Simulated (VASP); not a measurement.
InHgSe:

```xyz
3
Lattice="2.7402 -3.6277 0.0000 2.7402 3.6277 0.0000 0.0000 0.0000 4.5893" Properties=species:S:1:pos:R:3 pbc="T T T"
In    0.0000    0.0000    2.2947
Hg    2.7402    0.0000    2.2947
Se    2.7402    0.0000    0.0000
```

The cell was generated, and may not be a known phase.

* Program: VASP 6.6.1
* Task: relaxation of cell and atoms
* Functional: PBE
* Potentials or basis: VASP PAW PBE potentials, release 64 (In_d, Hg, Se)
* Cutoff: 600 eV
* k mesh: 4 × 4 × 4
* Occupations: gaussian, width 0.1 eV
* Spin: no spin polarisation

At the start: pressure 13.9 GPa; volume 30.41 Å³/atom.

How do energy, volume and symmetry change on relaxing?

Over 13 steps the energy falls by 418.6 meV/atom and the volume is 34.75 Å³/atom (+14.3 %); space group Cmmm (No. 65, to 0.1 Å) before, P4/mmm (No. 123, to 0.1 Å).

The path:
```tsv
step	energy change (eV)	largest force (eV/Å)	pressure (GPa)	volume (Å³)
1	0.0000	0.0000	13.88	91.24
2	-0.7303	0.0000	-2.97	128.45
3	-1.1059	0.0000	0.10	109.53
4	-1.1062	0.0000	-0.04	110.07
5	-1.1568	0.0000	-0.10	110.50
6	-1.2076	0.0000	-0.24	111.09
7	-1.2118	0.0000	-0.18	111.19
8	-1.2360	0.0000	-0.63	110.50
9	-1.2399	0.0000	-0.81	110.15
10	-1.2539	0.0000	-0.08	105.24
11	-1.2539	0.0000	-0.09	105.27
12	-1.2550	0.0000	-0.08	104.76
13	-1.2557	0.0000	-0.10	104.26
```

Final structure:
```
CELL_PARAMETERS angstrom
3.18099 -3.16612 0.00000
3.18099 3.16612 0.00000
0.00000 0.00000 5.17582
ATOMIC_POSITIONS crystal
In 0.00000 0.00000 0.50000
Hg 0.50000 0.50000 0.50000
Se 0.50000 0.50000 0.00000
```
